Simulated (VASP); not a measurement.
# GaSb3 in VASP: further runs, part 2 of 2

VASP 6.6.1. The steps go on from the part before.

**4. Single point, PBEsol+D3(BJ)**

This run uses another cell than the first one, of 23.05 Å³/atom, 1.027 times its volume.

File INCAR:

```
ALGO = Normal
EDIFF = 1E-7
ENCUT = 520
GGA = PS
ISIF = 2
ISMEAR = 0
IVDW = 12
LASPH = T
LCHARG = T
LELF = T
LREAL = F
LVHAR = T
LWAVE = F
NBANDS = 22
NELM = 60
PREC = Accurate
SIGMA = 0.15
```

File KPOINTS:

```
k-points
0
Gamma
  10 10 10
```

File POSCAR:

```
GaSb3
1.0
    0.0000000000      3.5857729617      3.5857729617
    3.5857729617      0.0000000000      3.5857729617
    3.5857729617      3.5857729617      0.0000000000
Ga Sb
1 3
Direct
    0.0000000000      0.0000000000      0.0000000000
    0.2614340758      0.2385659242      0.2385659242
    0.7385659242      0.7614340758      0.7614340758
    0.5000000000      0.5000000000      0.5000000000
```

Potentials or basis: VASP PAW PBE potentials, release 64 (Ga_d, Sb).

Run with:

```
$ cat potpaw_PBE.64/Ga_d/POTCAR potpaw_PBE.64/Sb/POTCAR > POTCAR
$ mpirun -np 1 vasp_std > vasp.out
```

OUTCAR:

```text
EDIFF = 1E-7
   ENCUT = 520
   GGA = PS
   ISIF = 2
   ISMEAR = 0
   IVDW = 12
   LASPH = T
   LREAL = F
   NELM = 60
   PREC = Accurate
 IVDW          = 12

 ion  position               nearest neighbor table
   1  0.000  0.000  0.000-   3 3.06   2 3.06   3 3.06   2 3.06   3 3.15   2 3.15   2 3.15   3 3.15

   2  0.261  0.239  0.239-   1 3.06   1 3.06   4 3.06   4 3.06   4 3.15   1 3.15   1 3.15   4 3.15
                             3 3.42   3 3.59   3 3.59   3 3.59   3 3.59   3 3.75
   3  0.739  0.761  0.761-   4 3.06   4 3.06   1 3.06   1 3.06   4 3.15   1 3.15   1 3.15   4 3.15
                             2 3.42   2 3.59   2 3.59   2 3.59   2 3.59   2 3.75
   4  0.500  0.500  0.500-   2 3.06   2 3.06   3 3.06   3 3.06   3 3.15   2 3.15   2 3.15   3 3.15

  LATTYP: Found a face centered cubic cell.
 ALAT       =     7.1715459234

  Lattice vectors:

 A1 = (   0.0000000000,   3.5857729617,   3.5857729617)
 A2 = (   3.5857729617,   0.0000000000,   3.5857729617)
 A3 = (   3.5857729617,   3.5857729617,   0.0000000000)

Analysis of symmetry for initial positions (statically):
[... 178 lines left out ...]
 E-fermi :   8.7277     XC(G=0): -10.8292

 val. band max:        8.7265678309   @ k =   0.0000  -0.1000   0.1000
 cond. band min:       8.7388992184   @ k =  -0.4000  -0.1000  -0.1000
 fundamental gap:      0.0123313875
 Fermi energy:         8.7277000727

 k-point     1 :       0.0000    0.0000    0.0000
  band No.  band energies     occupation
      1      -6.0055      2.00000
      2      -6.0033      2.00000
      3      -6.0026      2.00000
      4      -5.9839      2.00000
      5      -5.9827      2.00000
      6      -4.6031      2.00000
[... 589 lines left out ...]
     21      14.2888      0.00000
     22      15.1618      0.00000

 [... further k-points ...]

------------------------ aborting loop because EDIFF is reached ----------------------------------------

 Edisp (eV)   -1.97306

 E8    (eV) :    -1.3573

  FORCE on cell =-STRESS in cart. coord.  units (eV):
  Direction    XX          YY          ZZ          XY          YZ          ZX
  --------------------------------------------------------------------------------------
  -------------------------------------------------------------------------------------
  Total       0.26125     0.19116     0.19116     0.00000    -0.41764    -0.00000
  in kB       4.53926     3.32155     3.32155     0.00000    -7.25657    -0.00000
  external pressure =        3.73 kB  Pullay stress =        0.00 kB

 VOLUME and BASIS-vectors are now :
 -----------------------------------------------------------------------------
  energy-cutoff  :      520.00
  volume of cell :       92.21
      direct lattice vectors                 reciprocal lattice vectors
     0.000000000  3.585772962  3.585772962    -0.139439949  0.139439949  0.139439949
     3.585772962  0.000000000  3.585772962     0.139439949 -0.139439949  0.139439949
     3.585772962  3.585772962  0.000000000     0.139439949  0.139439949 -0.139439949

 POSITION                                       TOTAL-FORCE (eV/Angst)
 -----------------------------------------------------------------------------------
      0.00000      0.00000      0.00000         0.000000      0.000000     -0.000000
      1.71089      1.79289      1.79289         0.351155      0.000000      0.000000
      5.46066      5.37866      5.37866        -0.351155      0.000000      0.000000
      3.58577      3.58577      3.58577         0.000000      0.000000      0.000000
 -----------------------------------------------------------------------------------
    total drift:                               -0.000000      0.000000     -0.000000

  FREE ENERGIE OF THE ION-ELECTRON SYSTEM (eV)
  ---------------------------------------------------
  free  energy   TOTEN  =       -18.2984557798 eV

  energy  without entropy=      -18.2810506891  energy(sigma->0) =      -18.28975323
```

OSZICAR:

```text
N       E                     dE             d eps       ncg     rms          rms(c)
DAV:   1     0.164016763829E+03    0.16402E+03   -0.11736E+04  7762   0.139E+03
DAV:   2    -0.325346586092E+00   -0.16434E+03   -0.15787E+03  8354   0.333E+02
DAV:   3    -0.159194223130E+02   -0.15594E+02   -0.15111E+02  9250   0.839E+01
DAV:   4    -0.163655423018E+02   -0.44612E+00   -0.44412E+00  8482   0.146E+01
DAV:   5    -0.163761067246E+02   -0.10564E-01   -0.10562E-01  9390   0.236E+00    0.384E+00
DAV:   6    -0.163394094564E+02    0.36697E-01   -0.48655E-02  9762   0.260E+00    0.215E+00
DAV:   7    -0.163258715114E+02    0.13538E-01   -0.26026E-02  9896   0.131E+00    0.173E-01
DAV:   8    -0.163254254576E+02    0.44605E-03   -0.24359E-03  8882   0.496E-01    0.559E-02
DAV:   9    -0.163254044084E+02    0.21049E-04   -0.14854E-04  9072   0.787E-02    0.193E-02
DAV:  10    -0.163254014494E+02    0.29590E-05   -0.14425E-05  8992   0.340E-02    0.768E-03
DAV:  11    -0.163254011769E+02    0.27245E-06   -0.97616E-07  9304   0.666E-03    0.236E-03
DAV:  12    -0.163254008357E+02    0.34117E-06   -0.11912E-07  5474   0.278E-03    0.401E-04
DAV:  13    -0.163254007367E+02    0.99049E-07   -0.30690E-08  4998   0.129E-03
   1 F= -.18298456E+02 E0= -.18289753E+02  d E =-.174051E-01
```

stdout:

```text
POSCAR found type information on POSCAR GaSb
 POSCAR found :  2 types and       4 ions
 scaLAPACK will be used
 -----------------------------------------------------------------------------
|                                                                             |
|                                                                             |
|     You enforced a specific xc type in the INCAR file but a different       |
|     I HOPE YOU KNOW WHAT YOU ARE DOING!                                     |
|                                                                             |
 -----------------------------------------------------------------------------

 LDA part: xc-table for (Slater+PW92), standard interpolation
 POSCAR, INCAR and KPOINTS ok, starting setup
 FFT: planning ... GRIDC
 FFT: planning ... GRID_SOFT
 FFT: planning ... GRID
 WAVECAR not read
 entering main loop
```

Wall time 3.1 min (1 thread of Intel Xeon 6975P-C (Granite Rapids), shared host); peak memory 0.49 GiB.

Results:

* Free energy: -18.2985 eV
* Pressure: 0.4 GPa
* Largest force: 0.351 eV/Å
* Band gap on the k mesh: zero (band 14 reaches 10.37 eV, above the bottom of band 15 at 6.30 eV)
* Dispersion energy per atom: -0.493 eV

Forces on the atoms (eV/Å):
```
Ga   0.000  0.000  0.000
Sb   0.351  0.000  0.000
Sb  -0.351  0.000  0.000
Sb   0.000  0.000  0.000
```

Caveat: the PAW data sets were made with another functional, which shifts forces and pressure a little; spin-orbit coupling is left out, which moves the levels of the heavy elements; pairwise dispersion overbinds metals, which lowers pressure and volume.

**5. Single point, PBEsol+D3(BJ)**

This run uses another cell than the first one, of 21.25 Å³/atom, 0.947 times its volume.

File INCAR:

```
SYSTEM = GaSb3
  PREC = Accurate
  ENCUT = 520
  EDIFF = 1E-6
  ISMEAR = 0
  SIGMA = 0.15
  LREAL = .False.
  LASPH = .True.
  NELM = 100
  ALGO = Normal
  ISIF = 2
  LWAVE = .False.
  LCHARG = .True.
  GGA = PS
  IVDW = 12
  LELF = .True.
  LVHAR = .True.
  NBANDS = 22
```

File KPOINTS:

```
Automatic mesh
0
Gamma
  10 10 10
  0 0 0
```

File POSCAR:

```
GaSb3
1.0
    0.0000000000      3.4423420432      3.5857729617
    3.4423420432      0.0000000000      3.5857729617
    3.4423420432      3.4423420432      0.0000000000
Ga Sb
1 3
Direct
    0.0000000000      0.0000000000      0.0000000000
    0.2671511138      0.2328488862      0.2328488862
    0.7328488862      0.7671511138      0.7671511138
    0.5000000000      0.5000000000      0.5000000000
```

Run with:

```
$ cat potpaw_PBE.64/Ga_d/POTCAR potpaw_PBE.64/Sb/POTCAR > POTCAR
$ mpirun -np 1 vasp_std > vasp.out
```

Wall time 16 min (1 thread of AMD EPYC 7R13, shared host); peak memory 0.57 GiB.

Results (log left out):

```yaml
Free_energy: -18.0474 eV
Pressure: 8.4 GPa
Largest_force: 0.839 eV/Å
Band_gap_on_the_k_mesh: zero (band 14 reaches 12.03 eV, above the bottom of band 15 at 7.63 eV)
Dispersion_energy_per_atom: -0.537 eV
```

Forces on the atoms (eV/Å):
```
Ga   0.000  0.000  0.000
Sb   0.839  0.000  0.000
Sb  -0.839  0.000  0.000
Sb   0.000  0.000  0.000
```

Stress tensor (GPa, compression positive):
```
 9.60  0.00  0.00
 0.00  9.10 -1.43
 0.00 -1.43  6.45
```

Levels at points of the mesh, in eV from the Fermi level:
```
           k point  band 12  band 13  band 14  band 15  band 16  band 17
(0.00, 0.00, 0.00)    -2.94    -2.89    -2.62    -2.21    -1.63    -0.75
(0.50, 0.00, 0.00)    -3.70    -3.09     0.36     0.37     2.29     2.87
(0.00, 0.00, 0.50)    -3.61    -2.77    -0.04     0.66     2.02     2.40
(0.50, 0.50, 0.00)     1.52     1.63     1.64     1.93     2.29     2.32
(0.50, 0.00, 0.50)     0.94     1.32     1.73     1.76     1.88     2.31
(0.00, 0.50, 0.50)     0.95     1.37     1.57     1.76     1.79     2.63
```

Caveat: the PAW data sets were made with another functional, which shifts forces and pressure a little; spin-orbit coupling is left out, which moves the levels of the heavy elements; pairwise dispersion overbinds metals, which lowers pressure and volume.

**6. Overview**

```tsv
cell	gap on the mesh (eV)	pressure (GPa)	largest force (eV/Å)
a = 5.037, b = 5.037, c = 5.004 Å, angles 60.2, 60.2, 59.6°, 4 atoms	none	2.3	-
a = 5.105, b = 5.105, c = 5.138 Å, angles 59.8, 59.8, 60.4°, 4 atoms	none	-1.7	-
a = 5.071 Å, angles 60.0°, 4 atoms	none	0.4	0.35
a = 4.971, b = 4.971, c = 4.868 Å, angles 60.7, 60.7, 58.6°, 4 atoms	none	8.4	0.84
```

Alike in all rows: task single point; level PBEsol+D3(BJ); potentials or basis VASP PAW PBE potentials, release 64 (Ga_d, Sb); no spin polarisation; k mesh 10 × 10 × 10; cutoff (eV) 520; smearing gaussian 0.15 eV.

Caveats: the PAW data sets were made with another functional, which shifts forces and pressure a little; spin-orbit coupling is left out, which moves the levels of the heavy elements; pairwise dispersion overbinds metals, which lowers pressure and volume.

Absolute energies hang on the potentials; compare differences alone.
